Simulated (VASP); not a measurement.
# Co3O4 (Fd-3m) in VASP: single point with PBEsol

Aim: the single point of Co3O4 with PBEsol.

Program: VASP 6.6.1. These are calculated values, not measurements. Logs are shortened: lines on timing, memory, paths and dates and some standing lists are left out, and cuts for length are marked.

### 1 The cell of the first run

The structure is cubic, space group Fd-3m (No. 227). The conventional cell has a = 7.821 Å, b = 7.821 Å, c = 7.821 Å, α = 90.00°, β = 90.00°, γ = 90.00°. Within 2.5 Å of Co (site symmetry -3m) lie 6 O at 1.87 Å. Within 2.5 Å of Co (site symmetry -43m) lie 4 O at 1.85 Å. O (site symmetry 3m) has 4 Co at 1.85 to 1.87 Å within 2.5 Å.

### 2 Single point, PBEsol, collinear spin, ferromagnetic start (volume scaled by 0.94, then relaxed in part)

File INCAR:

```
ALGO     = Normal         # electronic algorithm
EDIFF    = 1E-6           # SCF threshold, eV
ENCUT    = 520            # plane-wave cutoff, eV
GGA      = PS             # functional
ISIF     = 2              # what is computed and relaxed
ISMEAR   = 0              # smearing method
ISPIN    = 2              # spin polarisation
LASPH    = T              # aspherical terms in the spheres
LCHARG   = F              # write CHGCAR
LMAXMIX  = 4              # l up to which the mixer works
LORBIT   = 11             # projections on sites
LREAL    = F              # projectors in reciprocal space
LWAVE    = F              # write WAVECAR
MAGMOM   = 0.13 0.13 0.13 0.13 2.31 2.31 0 0 0 0 0 0 0 0 # initial moments
NBANDS   = 68             # bands
NELM     = 150            # most SCF steps
PREC     = Accurate       # precision mode
SIGMA    = 0.01           # smearing width, eV
```

File KPOINTS:

```
k-points
0
Gamma
  8 8 8
```

File POSCAR:

```
Co3O4
1.0
    0.0000000000      3.9105241902      3.9105241902
    3.9105241902      0.0000000000      3.9105241902
    3.9105241902      3.9105241902      0.0000000000
Co O
6 8
Direct
    0.6250000000      0.6250000000      0.6250000000
    0.1250000000      0.6250000000      0.6250000000
    0.6250000000      0.6250000000      0.1250000000
    0.6250000000      0.1250000000      0.6250000000
    0.0000000000      0.0000000000      0.0000000000
    0.2500000000      0.2500000000      0.2500000000
    0.3865660217      0.3865660217      0.3865660217
    0.4096980652      0.8634339783      0.8634339783
    0.3865660217      0.3865660217      0.8403019348
    0.8634339783      0.4096980652      0.8634339783
    0.8403019348      0.3865660217      0.3865660217
    0.8634339783      0.8634339783      0.8634339783
    0.3865660217      0.8403019348      0.3865660217
    0.8634339783      0.8634339783      0.4096980652
```

Potentials or basis: VASP PAW PBE potentials, release 64 (Co, O).

Launch:

```bash
> cat potpaw_PBE.64/Co/POTCAR potpaw_PBE.64/O/POTCAR > POTCAR
> mpirun -np 1 vasp_std > vasp.out
```

OUTCAR:

```text
EDIFF = 1E-6
   ENCUT = 520
   GGA = PS
   ISIF = 2
   ISMEAR = 0
   ISPIN = 2
   LASPH = T
   LORBIT = 11
   LREAL = F
   NELM = 150
   PREC = Accurate

 ion  position               nearest neighbor table
   1  0.625  0.625  0.625-   8 1.87   9 1.87  10 1.87  11 1.87  13 1.87  14 1.87   2 2.77   3 2.77
                             4 2.77   3 2.77   4 2.77   2 2.77
   2  0.125  0.625  0.625-   9 1.87  10 1.87  13 1.87  14 1.87   7 1.87  12 1.87   1 2.77   3 2.77
                             4 2.77   1 2.77   3 2.77   4 2.77
   3  0.625  0.625  0.125-   8 1.87  10 1.87  11 1.87  13 1.87  12 1.87   7 1.87   1 2.77   1 2.77
                             2 2.77   4 2.77   4 2.77   2 2.77
   4  0.625  0.125  0.625-   8 1.87   9 1.87  11 1.87  14 1.87  12 1.87   7 1.87   1 2.77   3 2.77
                             1 2.77   2 2.77   3 2.77   2 2.77
   5  0.000  0.000  0.000-  12 1.85  10 1.85   8 1.85  14 1.85
   6  0.250  0.250  0.250-   7 1.85   9 1.85  11 1.85  13 1.85
   7  0.387  0.387  0.387-   6 1.85   3 1.87   4 1.87   2 1.87
   8  0.410  0.863  0.863-   5 1.85   4 1.87   3 1.87   1 1.87
   9  0.387  0.387  0.840-   6 1.85   4 1.87   2 1.87   1 1.87
  10  0.863  0.410  0.863-   5 1.85   3 1.87   2 1.87   1 1.87
  11  0.840  0.387  0.387-   6 1.85   4 1.87   3 1.87   1 1.87
  12  0.863  0.863  0.863-   5 1.85   3 1.87   4 1.87   2 1.87
  13  0.387  0.840  0.387-   6 1.85   3 1.87   2 1.87   1 1.87
  14  0.863  0.863  0.410-   5 1.85   4 1.87   2 1.87   1 1.87

  LATTYP: Found a face centered cubic cell.
 ALAT       =     7.8210483804

  Lattice vectors:

 A1 = (   0.0000000000,   3.9105241902,   3.9105241902)
 A2 = (   3.9105241902,   0.0000000000,   3.9105241902)
 A3 = (   3.9105241902,   3.9105241902,   0.0000000000)

Analysis of symmetry for initial positions (statically):
=====================================================================
 Subroutine PRICEL returns:
 Original cell was already a primitive cell.

 Routine SETGRP: Setting up the symmetry group for a
 face centered cubic supercell.

 Subroutine GETGRP returns: Found 48 space group operations
 (whereof 24 operations were pure point group operations)
 out of a pool of 48 trial point group operations.

The static configuration has the point symmetry T_d .
 The point group associated with its full space group is O_h .

Analysis of symmetry for dynamics (positions and initial velocities):
=====================================================================
 Subroutine PRICEL returns:
 Original cell was already a primitive cell.

 Routine SETGRP: Setting up the symmetry group for a
 face centered cubic supercell.

 Subroutine GETGRP returns: Found 48 space group operations
 (whereof 24 operations were pure point group operations)
 out of a pool of 48 trial point group operations.

The dynamic configuration has the point symmetry T_d .
 The point group associated with its full space group is O_h .

Analysis of structural, dynamic, and magnetic symmetry:
=====================================================================
 Subroutine PRICEL returns:
 Original cell was already a primitive cell.

 Routine SETGRP: Setting up the symmetry group for a
 face centered cubic supercell.

 Subroutine GETGRP returns: Found 48 space group operations
 (whereof 24 operations were pure point group operations)
 out of a pool of 48 trial point group operations.

The overall configuration has the point symmetry T_d .
 The point group associated with its full space group is O_h .

 Subroutine INISYM returns: Found 48 space group operations
 (whereof 24 operations are pure point group operations),
 and found     1 'primitive' translations

----------------------------------------------------------------------------------------

                                     Primitive cell

  volume of cell :     119.6010

  direct lattice vectors                    reciprocal lattice vectors
     0.000000000  3.910524190  3.910524190    -0.127860096  0.127860096  0.127860096
     3.910524190  0.000000000  3.910524190     0.127860096 -0.127860096  0.127860096
     3.910524190  3.910524190  0.000000000     0.127860096  0.127860096 -0.127860096

  length of vectors
     5.530316346  5.530316346  5.530316346     0.221460183  0.221460183  0.221460183

[... 110 lines left out ...]
   ISIF   =      2    stress and relaxation
   ISYM   =      2    0-nonsym 1-usesym 2-fastsym
   POTIM  = 0.5000    time-step for ionic-motion
   TEBEG  =    0.0;   TEEND  =   0.0 temperature during run
   PSTRESS=    0.0 pullay stress
   NELECT =     102.0000    total number of electrons
   NUPDOWN=      -1.0000    fix difference up-down
   EMIN   =  10.00;   EMAX   =-10.00  energy-range for DOS
   EFERMI =   0.00;   METHOD = LEGACY
   ISMEAR =     0;   SIGMA  =   0.01  broadening in eV -4-tet -1-fermi 0-gaus
   EFERMI_NEDOS =   21; number of points for ismear=-14 and -15
   IALGO  =     38    algorithm
   IMIX   =      4    mixing-type and parameters
     AMIX     =   0.40;   BMIX     =  1.00
     AMIX_MAG =   1.60;   BMIX_MAG =  1.00
  volume/ion in A,a.u.               =       8.54        57.65
  Fermi-wavevector in a.u.,A,eV,Ry     =   1.552494  2.933788 32.793271  2.410237
  Thomas-Fermi vector in A             =   2.656861
   LORBIT       =     11    0 simple, 1 ext, 2 COOP (PROOUT), +10 PAW based schemes
   GGA     = PS    functional components
   LHFCALC =     F    Hartree Fock is set to
   AEXX    =    0.0000 exact exchange contribution
   IVDW    =     0    specifies the selected vdW correction
   LEPSILON=     F    determine dielectric tensor
   LRPA    =     F    only Hartree local field effects (RPA)
 spin polarized calculation
 Gauss-broadening in eV      SIGMA  =   0.01
  energy-cutoff  :      520.00
  volume of cell :      119.60
 maximum number of plane-waves:      3250
 NGX is ok and might be reduce to    42
   NGX = 21   NGY = 21   NGZ = 21

 number of electron     101.9999975 magnetization       6.0002994

 Free energy of the ion-electron system (eV)
  ---------------------------------------------------
  ext. energy  EPLUGINS =         0.00000000
  ---------------------------------------------------
  free energy    TOTEN  =      -102.66495341 eV

  energy without entropy =     -102.66495341  energy(sigma->0) =     -102.66495341

 E-fermi :   8.2958     XC(G=0): -12.9140

 val. band max:        8.2561613985   @ k =   0.5000   0.3750   0.0000
 cond. band min:       8.3323999719   @ k =   0.0000   0.0000   0.0000
 fundamental gap:      0.0762385733
 Fermi energy:         8.2958433322

 spin component 1

 k-point     1 :       0.0000    0.0000    0.0000
  band No.  band energies     occupation
      1     -13.4051      1.00000
      2     -11.6505      1.00000
      3     -11.4044      1.00000
      4     -11.4044      1.00000
      5     -11.4044      1.00000
      6     -11.3380      1.00000
[... 1573 lines left out ...]
     62      10.0874      0.00000
     63      14.4106      0.00000

 [... further k-points ...]

 spin component 2

 k-point     1 :       0.0000    0.0000    0.0000
  band No.  band energies     occupation
      1     -13.2586      1.00000
      2     -11.4906      1.00000
      3     -11.2388      1.00000
      4     -11.2388      1.00000
      5     -11.2388      1.00000
      6     -11.1699      1.00000
[... 1573 lines left out ...]
     62      10.6390      0.00000
     63      14.9522      0.00000

 [... further k-points ...]

 [bands above 63 left out]

------------------------ aborting loop because EDIFF is reached ----------------------------------------

  FORCE on cell =-STRESS in cart. coord.  units (eV):
  Direction    XX          YY          ZZ          XY          YZ          ZX
  --------------------------------------------------------------------------------------
  -------------------------------------------------------------------------------------
  Total       12.5811597     12.5811597     12.5811597     -0.0000000     -0.0000000      0.0000000
  in kB      168.5374159    168.5374159    168.5374159     -0.0000000     -0.0000000      0.0000000
  external PRESSURE =     168.5374159 kB  Pullay stress =       0.0000000 kB

 VOLUME and BASIS-vectors are now :
 -----------------------------------------------------------------------------
  energy-cutoff  :      520.00
  volume of cell :      119.60
      direct lattice vectors                 reciprocal lattice vectors
     0.000000000  3.910524190  3.910524190    -0.127860096  0.127860096  0.127860096
     3.910524190  0.000000000  3.910524190     0.127860096 -0.127860096  0.127860096
     3.910524190  3.910524190  0.000000000     0.127860096  0.127860096 -0.127860096

 POSITION                                       TOTAL-FORCE (eV/Angst)
 -----------------------------------------------------------------------------------
      4.88816      4.88816      4.88816         0.000000      0.000000     -0.000000
      4.88816      2.93289      2.93289         0.000000      0.000000     -0.000000
      2.93289      2.93289      4.88816         0.000000      0.000000     -0.000000
      2.93289      4.88816      2.93289         0.000000      0.000000      0.000000
      0.00000      0.00000      0.00000         0.000000      0.000000     -0.000000
      1.95526      1.95526      1.95526         0.000000      0.000000      0.000000
      3.02335      3.02335      3.02335        -0.020933     -0.020933     -0.020933
      6.75296      4.97861      4.97861         0.020933     -0.020933     -0.020933
      4.79770      4.79770      3.02335         0.020933      0.020933     -0.020933
      4.97861      6.75296      4.97861        -0.020933      0.020933     -0.020933
      3.02335      4.79770      4.79770        -0.020933      0.020933      0.020933
      6.75296      6.75296      6.75296         0.020933      0.020933      0.020933
      4.79770      3.02335      4.79770         0.020933     -0.020933      0.020933
      4.97861      4.97861      6.75296        -0.020933     -0.020933      0.020933
 -----------------------------------------------------------------------------------
    total drift:                                0.000000      0.000000      0.000000

  FREE ENERGIE OF THE ION-ELECTRON SYSTEM (eV)
  ---------------------------------------------------
  free  energy   TOTEN  =      -102.6649534099 eV

  energy  without entropy=     -102.6649534098  energy(sigma->0) =     -102.66495341

 total charge

# of ion       s       p       d       tot
------------------------------------------
    1        0.461   0.742   7.435   8.638
    2        0.461   0.742   7.435   8.638
    3        0.461   0.742   7.435   8.638
    4        0.461   0.742   7.435   8.638
    5        0.420   0.583   7.283   8.286
    6        0.420   0.583   7.283   8.286
    7        1.557   3.476   0.000   5.033
    8        1.557   3.476   0.000   5.033
    9        1.557   3.476   0.000   5.033
   10        1.557   3.476   0.000   5.033
   11        1.557   3.476   0.000   5.033
   12        1.557   3.476   0.000   5.033
   13        1.557   3.476   0.000   5.033
   14        1.557   3.476   0.000   5.033
--------------------------------------------------
tot         15.140  31.937  44.309  91.386

 magnetization (x)

# of ion       s       p       d       tot
------------------------------------------
    1        0.006   0.013   0.143   0.162
    2        0.006   0.013   0.143   0.162
    3        0.006   0.013   0.143   0.162
    4        0.006   0.013   0.143   0.162
    5        0.008   0.082   2.123   2.212
    6        0.008   0.082   2.123   2.212
    7        0.007   0.076   0.000   0.082
    8        0.007   0.076   0.000   0.082
    9        0.007   0.076   0.000   0.082
   10        0.007   0.076   0.000   0.082
   11        0.007   0.076   0.000   0.082
   12        0.007   0.076   0.000   0.082
   13        0.007   0.076   0.000   0.082
   14        0.007   0.076   0.000   0.082
--------------------------------------------------
tot          0.094   0.820   4.818   5.732
```

It took 12 min on 1 thread of AMD EPYC 9R45 (Zen 5), shared host; peak memory 0.48 GiB.

What came out:

```yaml
Free_energy: -102.6650 eV
Pressure: 16.9 GPa
Largest_force: 0.036 eV/Å
Band_gap_on_the_k_mesh: 0.08 eV, indirect (least direct gap 0.23 eV)
Net_moment: 6.00 μB per cell
Site_moments: Co +0.16, +2.21; O +0.08 μB
Valence_electrons_inside_the_program's_atomic_spheres: Co 8.64, 8.29; O 5.03
```

Forces in eV/Å, atoms in the order of the input:
```
Co   0.000  0.000  0.000
Co   0.000  0.000  0.000
Co   0.000  0.000  0.000
Co   0.000  0.000  0.000
Co   0.000  0.000  0.000
Co   0.000  0.000  0.000
O   -0.021 -0.021 -0.021
O    0.021 -0.021 -0.021
O    0.021  0.021 -0.021
O   -0.021  0.021 -0.021
O   -0.021  0.021  0.021
O    0.021  0.021  0.021
O    0.021 -0.021  0.021
O   -0.021 -0.021  0.021
```

Caveat: the PAW data sets were made with another functional, which shifts forces and pressure a little. A k mesh can miss the band edges.
